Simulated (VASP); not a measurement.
Ta2C, 3 atoms in the cell. Symmetry: P-3m1, No. 164, trigonal system. Conventional cell: a = 3.117 Å, b = 3.117 Å, c = 4.893 Å, α = 90.00°, β = 90.00°, γ = 120.00°. Within 3.2 Å of Ta (site symmetry 3m) lie 3 C at 2.19 Å and 12 Ta at 3.01 to 3.12 Å. C (site symmetry -3m) has 6 Ta at 2.19 Å within 2.9 Å.  This cell differs from its parent crystal: uniaxial strain along c: -1.0 %, then relaxed in part.

- Program: VASP 6.6.1
- Task: single point
- Functional: r2SCAN
- Potentials or basis: VASP PAW PBE potentials, release 64 (Ta_pv, C)
- Cutoff: 520 eV
- k mesh: 18 × 18 × 10
- Occupations: gaussian, width 0.1 eV
- Spin: no spin polarisation
- Dipole correction: no
- Further INCAR settings: ALGO = Normal; EDIFF = 1e-07; NBANDS = 20

Potentials or basis: VASP PAW PBE potentials, release 64 (Ta_pv, C).

Run with:

```sh
$ cat potpaw_PBE.64/Ta_pv/POTCAR potpaw_PBE.64/C/POTCAR > POTCAR
$ cp INCAR.step1 INCAR
$ mpirun -np 1 vasp_std > vasp.out
$ cp INCAR.step2 INCAR
$ mpirun -np 1 vasp_std > vasp.out
```

Hardware: 1 thread of AMD EPYC 9755 128-Core Processor (shared host).

**Question.** Estimate the wall time of this run.

**Answer.** It took 21 min on 1 thread of AMD EPYC 9755 128-Core Processor (shared host), peak memory 0.32 GiB. Counts: k points 330.
